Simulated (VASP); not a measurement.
Wanted: the native input for a VASP 6.6.1 run.

- Task: single point
- Functional: PBE
- Potentials or basis: VASP PAW PBE potentials, release 64 (Al, O)
- Cutoff: 520 eV
- k mesh: 6 × 4 × 8
- Occupations: gaussian, width 0.05 eV
- Spin: no spin polarisation
- Dipole correction: no
- Further INCAR settings: ALGO = Normal; EDIFF = 1e-06; NBANDS = 35

The structure of Al2O3 lies in POSCAR:

```
Al2O3
1.0
    5.0891507616      0.0000000000      0.0000000000
    0.0000000000     10.4798201472      0.0000000000
    0.0000000000      0.0000000000      3.2677686238
Al O
4 6
Direct
    0.4317423466      0.3295573566      0.5000000000
    0.5682576534      0.6704426434      0.5000000000
    0.9317423466      0.1704426434      0.0000000000
    0.0682576534      0.8295573566      0.0000000000
    0.7545470293      0.2269610254      0.5000000000
    0.0000000000      0.0000000000      0.0000000000
    0.7454529707      0.7269610254      0.0000000000
    0.2545470293      0.2730389746      0.0000000000
    0.2454529707      0.7730389746      0.5000000000
    0.5000000000      0.5000000000      0.5000000000
```

This cell differs from its parent crystal: strain +0.080 along x and y, +0.080 along z.

The input as run:

INCAR

```
PREC     = Accurate       # precision mode
ENCUT    = 520            # plane-wave cutoff, eV
EDIFF    = 1E-6           # SCF threshold, eV
ISMEAR   = 0              # smearing method
SIGMA    = 0.05           # smearing width, eV
LREAL    = False          # projectors in reciprocal space
LASPH    = True           # aspherical terms in the spheres
NELM     = 60             # most SCF steps
ALGO     = Normal         # electronic algorithm
ISIF     = 2              # what is computed and relaxed
LWAVE    = False          # write WAVECAR
LCHARG   = False          # write CHGCAR
GGA      = PE             # functional
NBANDS   = 35             # bands
```

KPOINTS

```
Automatic mesh
0
Gamma
  6 4 8
```

Potentials or basis: VASP PAW PBE potentials, release 64 (Al, O).

Run with:

```sh
$ cat potpaw_PBE.64/Al/POTCAR potpaw_PBE.64/O/POTCAR > POTCAR
$ mpirun -np 1 vasp_std > vasp.out
```

Results of the run:

The pressure is -20.9 GPa, the largest force is 0.881 eV/Å and the band gap on the k mesh is 1.90 eV.

Caveat: the cell differs from its parent crystal (strain +0.080 along x and y, +0.080 along z); the cell stands under tension.

Wall time 3.3 min on 1 thread of AMD EPYC 9R45 96-Core Processor (Zen 5), with other jobs on the host, peak memory 0.39 GiB.
